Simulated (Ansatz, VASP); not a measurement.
## Two plane-wave programs on BP

```xyz
2
Lattice="0.0000 2.2683 2.2683 2.2683 0.0000 2.2683 2.2683 2.2683 0.0000" Properties=species:S:1:pos:R:3 pbc="T T T"
B     0.0000    0.0000    0.0000
P     1.1342    1.1342    1.1342
```

Alike in both runs: task single point; functional r2SCANh; k mesh 6 × 6 × 6; no spin polarisation.

```csv
,VASP,Ansatz
version,VASP 6.6.1,Ansatz 0.2.0
potentials or method,"VASP PAW PBE potentials, release 64 (B, P)","plane waves, PAW"
plane-wave cutoff (eV),520,500
occupations,"gaussian, width 0.01 eV",fixed
valence electrons in the cell,8,8
```

VASP gave:

| Item | Value |
| --- | --- |
| gap on the k mesh at the Fermi level (eV) | 2.07 |
| pressure (GPa) | -1.3 |

Q: Which values does Ansatz return?

A: gap on the k mesh at the Fermi level (eV): 2.03; pressure (GPa): -0.7.

VASP's potentials were made for PBE, not for r2SCANh. Ansatz's warnings: stress exchange threshold loose, stress scf threshold loose.
